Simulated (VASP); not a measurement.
# TiTe2 (fluorite type) (Fm-3m) in VASP: relaxation of cell and atoms with PBE

Aim: the relaxation of cell and atoms of TiTe2 (fluorite type) with PBE.

All numbers are computed with VASP 6.6.1; they aren't measurements. Logs are shortened: lines on timing, memory, paths and dates and some standing lists are left out, and cuts for length are marked.

## (1) The cell of the first run

Symmetry: Fm-3m, No. 225, cubic system. The conventional cell has a = 6.434 Å, b = 6.434 Å, c = 6.434 Å, α = 90.00°, β = 90.00°, γ = 90.00°. Ti (site symmetry m-3m) has 8 Te at 2.79 Å within 3.7 Å. Within 3.7 Å of Te (site symmetry -43m) lie 4 Ti at 2.79 Å and 6 Te at 3.22 Å.

## (2) Relaxation of cell and atoms, PBE

INCAR

```
  PREC = Accurate
  ENCUT = 600
  EDIFF = 1E-7
  ISMEAR = -1
  SIGMA = 0.03
  LREAL = F
  LASPH = T
  NELM = 60
  ALGO = Normal
  ISIF = 3
  LWAVE = F
  LCHARG = F
  GGA = PE
  IBRION = 2
  NSW = 100
  EDIFFG = -0.005
```

KPOINTS

```
regular mesh
0
Gamma
  10 10 10
```

POSCAR

```
TiTe2
1.0
    0.0000000000      3.2171018403      3.2171018403
    3.2171018403      0.0000000000      3.2171018403
    3.2171018403      3.2171018403      0.0000000000
Ti Te
1 2
Direct
    0.0000000000      0.0000000000      0.0000000000
    0.2500000000      0.2500000000      0.2500000000
    0.7500000000      0.7500000000      0.7500000000
```

Potentials or basis: VASP PAW PBE potentials, release 64 (Ti_sv, Te).

On the command line:

```console
cat potpaw_PBE.64/Ti_sv/POTCAR potpaw_PBE.64/Te/POTCAR > POTCAR
mpirun -np 1 vasp_std > vasp.out
```

OUTCAR:

```text
PREC = Accurate
   ENCUT = 600
   EDIFF = 1E-7
   ISMEAR = -1
   LREAL = F
   LASPH = T
   NELM = 60
   ISIF = 3
   GGA = PE
   IBRION = 2
   NSW = 100
   EDIFFG = -0.005

 ion  position               nearest neighbor table
   1  0.000  0.000  0.000-   3 2.79   3 2.79   3 2.79   2 2.79   3 2.79   2 2.79   2 2.79   2 2.79

   2  0.250  0.250  0.250-   1 2.79   1 2.79   1 2.79   1 2.79   3 3.22   3 3.22   3 3.22   3 3.22
                             3 3.22   3 3.22
   3  0.750  0.750  0.750-   1 2.79   1 2.79   1 2.79   1 2.79   2 3.22   2 3.22   2 3.22   2 3.22
                             2 3.22   2 3.22

  LATTYP: Found a face centered cubic cell.
 ALAT       =     6.4342036806

  Lattice vectors:

 A1 = (   0.0000000000,   3.2171018403,   3.2171018403)
 A2 = (   3.2171018403,   0.0000000000,   3.2171018403)
 A3 = (   3.2171018403,   3.2171018403,   0.0000000000)

Analysis of symmetry for initial positions (statically):
=====================================================================
 Subroutine PRICEL returns:
 Original cell was already a primitive cell.

 Routine SETGRP: Setting up the symmetry group for a
 face centered cubic supercell.

 Subroutine GETGRP returns: Found 48 space group operations
 (whereof 48 operations were pure point group operations)
 out of a pool of 48 trial point group operations.

The static configuration has the point symmetry O_h .

Analysis of symmetry for dynamics (positions and initial velocities):
=====================================================================
 Subroutine PRICEL returns:
 Original cell was already a primitive cell.

 Routine SETGRP: Setting up the symmetry group for a
 face centered cubic supercell.

 Subroutine GETGRP returns: Found 48 space group operations
 (whereof 48 operations were pure point group operations)
 out of a pool of 48 trial point group operations.

The dynamic configuration has the point symmetry O_h .

 Subroutine INISYM returns: Found 48 space group operations
 (whereof 48 operations are pure point group operations),
 and found     1 'primitive' translations

----------------------------------------------------------------------------------------

                                     Primitive cell

  volume of cell :      66.5924

  direct lattice vectors                    reciprocal lattice vectors
     0.000000000  3.217101840  3.217101840    -0.155419388  0.155419388  0.155419388
     3.217101840  0.000000000  3.217101840     0.155419388 -0.155419388  0.155419388
     3.217101840  3.217101840  0.000000000     0.155419388  0.155419388 -0.155419388

  length of vectors
     4.549669054  4.549669054  4.549669054     0.269194277  0.269194277  0.269194277

  position of ions in fractional coordinates (direct lattice)
     0.000000000  0.000000000  0.000000000
     0.250000000  0.250000000  0.250000000
     0.750000000  0.750000000  0.750000000

  ion indices of the primitive-cell ions
   primitive index   ion index
                 1           1
                 2           2
                 3           3

----------------------------------------------------------------------------------------

 KPOINTS: regular mesh

Automatic generation of k-mesh.
 Grid dimensions read from file:
 generate k-points for:   10   10   10

 Generating k-lattice:

  Cartesian coordinates                     Fractional coordinates (reciprocal lattice)
    -0.015541939  0.015541939  0.015541939     0.100000000  0.000000000  0.000000000
     0.015541939 -0.015541939  0.015541939     0.000000000  0.100000000  0.000000000
     0.015541939  0.015541939 -0.015541939     0.000000000  0.000000000  0.100000000

  Length of vectors
     0.026919428  0.026919428  0.026919428

  Shift w.r.t. Gamma in fractional coordinates (k-lattice)
     0.000000000  0.000000000  0.000000000

 Subroutine IBZKPT returns following result:
 ===========================================

 Found     47 irreducible k-points:

 Following reciprocal coordinates:
            Coordinates               Weight
  0.000000  0.000000  0.000000      1.000000
  0.100000  0.000000  0.000000      8.000000
  0.200000  0.000000  0.000000      8.000000
  0.300000  0.000000  0.000000      8.000000
  0.400000  0.000000  0.000000      8.000000
  0.500000  0.000000  0.000000      4.000000
[... 16 lines left out ...]
  0.300000  0.300000  0.000000      6.000000
  0.400000  0.300000  0.000000     24.000000
 [... further k-points ...]
   k-points           NKPTS =     47   k-points in BZ     NKDIM =     47   number of bands    NBANDS=     16
   number of dos      NEDOS =    301   number of ions     NIONS =      3
   total plane-waves  NPLWV =  46656
   dimension x,y,z NGX =    36 NGY =   36 NGZ =   36
   dimension x,y,z NGXF=    72 NGYF=   72 NGZF=   72
   ions per type =               1   2
   NGX,Y,Z   is equivalent  to a cutoff of  13.15, 13.15, 13.15 a.u.
   NGXF,Y,Z  is equivalent  to a cutoff of  26.31, 26.31, 26.31 a.u.
 SYSTEM =  unknown system
   PREC   = accura    normal or accurate (medium, high low for compatibility)
   ISTART =      0    job   : 0-new  1-cont  2-samecut
   ICHARG =      2    charge: 1-file 2-atom 10-const
   ISPIN  =      1    spin polarized calculation?
   LNONCOLLINEAR =      F non collinear calculations
   LSORBIT =      F    spin-orbit coupling
   LASPH  =      T    aspherical Exc in radial PAW
   ENCUT  =  600.0 eV  44.10 Ry    6.64 a.u.   9.09  9.09  9.09*2*pi/ulx,y,z
   NELM   =     60;   NELMIN=  2; NELMDL= -5     # of ELM steps
   EDIFF  = 0.1E-06   stopping-criterion for ELM
   LREAL  =      F    real-space projection
   EDIFFG = -.5E-02   stopping-criterion for IOM
   NSW    =    100    number of steps for IOM
   IBRION =      2    ionic relax: 0-MD 1-quasi-New 2-CG
   NFREE  =      1    steps in history (QN), initial steepest desc. (CG)
   ISIF   =      3    stress and relaxation
   ISYM   =      2    0-nonsym 1-usesym 2-fastsym
   POTIM  = 0.5000    time-step for ionic-motion
   TEBEG  =    0.0;   TEEND  =   0.0 temperature during run
   PSTRESS=    0.0 pullay stress
   NELECT =      24.0000    total number of electrons
   NUPDOWN=      -1.0000    fix difference up-down
   EMIN   =  10.00;   EMAX   =-10.00  energy-range for DOS
   EFERMI =   0.00;   METHOD = LEGACY
   ISMEAR =    -1;   SIGMA  =   0.03  broadening in eV -4-tet -1-fermi 0-gaus
   EFERMI_NEDOS =   21; number of points for ismear=-14 and -15
   IALGO  =     38    algorithm
   IMIX   =      4    mixing-type and parameters
     AMIX     =   0.40;   BMIX     =  1.00
     AMIX_MAG =   1.60;   BMIX_MAG =  1.00
  volume/ion in A,a.u.               =      22.20       149.80
  Fermi-wavevector in a.u.,A,eV,Ry     =   1.165030  2.201587 18.467118  1.357295
  Thomas-Fermi vector in A             =   2.301561
   LORBIT       =      0    0 simple, 1 ext, 2 COOP (PROOUT), +10 PAW based schemes
   GGA     = PE    functional components
   LHFCALC =     F    Hartree Fock is set to
   AEXX    =    0.0000 exact exchange contribution
   IVDW    =     0    specifies the selected vdW correction
   LEPSILON=     F    determine dielectric tensor
   LRPA    =     F    only Hartree local field effects (RPA)
 conjugate gradient relaxation of ions
 non-spin polarized calculation
  energy-cutoff  :      600.00
  volume of cell :       66.59
 maximum number of plane-waves:      2252
   NGX = 19   NGY = 19   NGZ = 19

--------------------------------------- Ionic step        1  -------------------------------------------

 number of electron      24.0000004 magnetization

 Free energy of the ion-electron system (eV)
  ---------------------------------------------------
  ext. energy  EPLUGINS =         0.00000000
  ---------------------------------------------------
  free energy    TOTEN  =       -14.27844188 eV

  energy without entropy =      -14.26103291  energy(sigma->0) =      -14.26973739

 E-fermi :   9.9405     XC(G=0): -10.6906

 val. band max:        9.9397502661   @ k =   0.4000   0.3000   0.1000
 cond. band min:       9.9450024641   @ k =   0.0000   0.0000   0.0000
 fundamental gap:      0.0052521980
 Fermi energy:         9.9405026993

 k-point     1 :       0.0000    0.0000    0.0000
  band No.  band energies     occupation
      1     -47.2962      2.00000
      2     -23.6130      2.00000
      3     -23.6130      2.00000
      4     -23.6130      2.00000
      5      -4.6148      2.00000
      6       0.9257      2.00000
[... 8 lines left out ...]
     15      12.7300      0.00000
     16      12.7300      0.00000
[... 533 lines left out ...]
 POSITION                                       TOTAL-FORCE (eV/Angst)
 -----------------------------------------------------------------------------------
      0.00000      0.00000     -0.00000        -0.000000      0.000000     -0.000000
      1.72324      1.72324      1.72324        -0.000000     -0.000000      0.000000
      5.16973      5.16973      5.16973         0.000000      0.000000      0.000000
 -----------------------------------------------------------------------------------
    total drift:                               -0.000000      0.000000      0.000000

  FREE ENERGIE OF THE ION-ELECTRON SYSTEM (eV)
  ---------------------------------------------------
  free  energy   TOTEN  =       -15.0502418050 eV

  energy  without entropy=      -15.0322182471  energy(sigma->0) =      -15.04123003

--------------------------------------- Ionic step        4  -------------------------------------------

 number of electron      23.9999994 magnetization

 Free energy of the ion-electron system (eV)
  ---------------------------------------------------
  ext. energy  EPLUGINS =         0.00000000
  ---------------------------------------------------
  free energy    TOTEN  =       -15.05044041 eV

  energy without entropy =      -15.03254704  energy(sigma->0) =      -15.04149372

 E-fermi :   7.3352     XC(G=0):  -9.7548

 val. band max:        7.3329477821   @ k =  -0.4000   0.4000   0.1000
 cond. band min:       7.3484484596   @ k =  -0.1000   0.1000   0.0000
 fundamental gap:      0.0155006775
 Fermi energy:         7.3352035850

 k-point     1 :       0.0000    0.0000    0.0000
  band No.  band energies     occupation
      1     -50.4626      2.00000
      2     -26.7142      2.00000
      3     -26.7142      2.00000
      4     -26.7142      2.00000
      5      -5.8324      2.00000
      6      -2.0509      2.00000
[... 8 lines left out ...]
     15       9.4382      0.00000
     16       9.4382      0.00000
[... 459 lines left out ...]
 POSITION                                       TOTAL-FORCE (eV/Angst)
 -----------------------------------------------------------------------------------
      0.00000      0.00000      0.00000         0.000000     -0.000000      0.000000
      1.72095      1.72095      1.72095         0.000000      0.000000      0.000000
      5.16285      5.16285      5.16285        -0.000000     -0.000000     -0.000000
 -----------------------------------------------------------------------------------
    total drift:                               -0.000000      0.000000      0.000000

  FREE ENERGIE OF THE ION-ELECTRON SYSTEM (eV)
  ---------------------------------------------------
  free  energy   TOTEN  =       -15.0504404094 eV

  energy  without entropy=      -15.0325470375  energy(sigma->0) =      -15.04149372

 reached required accuracy - stopping structural energy minimisation
```

It took 9 min on 1 thread of Intel Xeon 8259CL, shared host; peak memory 0.26 GiB.

Results:

| Quantity | Value |
| --- | --- |
| Free energy | -15.0504 eV |
| Relaxed volume | 27.18 Å³/atom |
| Relaxed cell | a = 4.868 Å, b = 4.868 Å, c = 4.868 Å, α = 60.00°, β = 60.00°, γ = 60.00° |
| Space group after relaxing (to 0.1 Å) | Fm-3m (No. 225) |
| Energy gained by relaxing | 257.3 meV/atom |
| Ionic steps | 4 |
| Pressure after relaxing | 0.0 GPa |
| Band gap on the k mesh | zero (bands 12 and 13 overlap by 0.29 eV) |

Step by step:
```
step  energy change (eV)  largest force (eV/Å)  pressure (GPa)  volume (Å³)
   1              0.0000                0.0000           19.53        66.59
   2             -0.3980                0.0000           -7.10        96.22
   3             -0.7718                0.0000           -0.22        81.88
   4             -0.7720                0.0000            0.03        81.55
```

Final structure:
```
CELL_PARAMETERS angstrom
0.00000 3.44190 3.44190
3.44190 0.00000 3.44190
3.44190 3.44190 0.00000
ATOMIC_POSITIONS crystal
Ti 0.00000 0.00000 0.00000
Te 0.25000 0.25000 0.25000
Te 0.75000 0.75000 0.75000
```

Levels at points of the mesh, in eV from the Fermi level:
| k point | band 8 | band 9 | band 10 | band 11 | band 12 | band 13 | band 14 | band 15 | band 16 |
| --- | --- | --- | --- | --- | --- | --- | --- | --- | --- |
| (0.00, 0.00, 0.00) | -4.24 | -4.24 | -0.25 | -0.25 | -0.25 | -0.15 | -0.15 | 2.10 | 2.10 |
| (0.50, 0.00, 0.00) | -3.42 | -3.21 | -2.66 | -2.66 | -2.46 | 0.03 | 0.03 | 0.88 | 2.13 |
| (0.50, 0.50, 0.00) | -4.58 | -4.58 | -1.16 | -1.16 | -0.44 | 0.25 | 0.89 | 2.68 | 2.68 |

Caveat: the volume moved by over 15 % at a fixed basis, so the end points are rough; spin-orbit coupling is left out, which moves the levels of the heavy elements.
